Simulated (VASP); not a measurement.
# CdF2: single point with PBEsol+D3(BJ)

The system is CdF2.

```xyz
3
Lattice="0.0000 2.7130 2.7130 2.7130 0.0000 2.7130 2.7130 2.7130 0.0000" Properties=species:S:1:pos:R:3 pbc="T T T"
Cd    0.0000    0.0000    0.0000
F     1.3565    1.3565    1.3565
F     4.0696    4.0696    4.0696
```

This cell differs from its parent crystal: volume scaled by 1.04.

```json
{
 "Program": "VASP 6.6.1",
 "Task": "single point",
 "Functional": "PBEsol",
 "Dispersion": "D3(BJ)",
 "Potentials or basis": "VASP PAW PBE potentials, release 64 (Cd, F)",
 "Cutoff": "520 eV",
 "k mesh": "8 × 8 × 8",
 "Occupations": "gaussian, width 0.05 eV",
 "Spin": "no spin polarisation",
 "Dipole correction": "no",
 "Further INCAR settings": "ALGO = Normal; EDIFF = 1e-06; NBANDS = 20"
}
```

```yaml
Pressure: -3.4 GPa
Band_gap_on_the_k_mesh: 2.83 eV, indirect (least direct gap 3.35 eV)
Dispersion_energy_per_atom: -0.134 eV
```

Levels at points of the mesh, in eV from the valence-band top:
```
           k point  band 11  band 12  band 13  band 14  band 15  band 16
(0.00, 0.00, 0.00)    -0.52    -0.52    -0.52     2.83    12.40    12.40
(0.50, 0.00, 0.00)    -1.80    -0.41    -0.41     6.90     8.90    14.13
(0.50, 0.50, 0.00)    -0.47    -0.09    -0.09     7.71     9.35    11.65
```

Run time: 22 s on 1 thread of Intel(R) Xeon(R) 6975P-C (Granite Rapids) (shared host), peak memory 0.18 GiB.

Caveat: the PAW data sets were made with another functional, which shifts forces and pressure a little. A k mesh can miss the band edges.
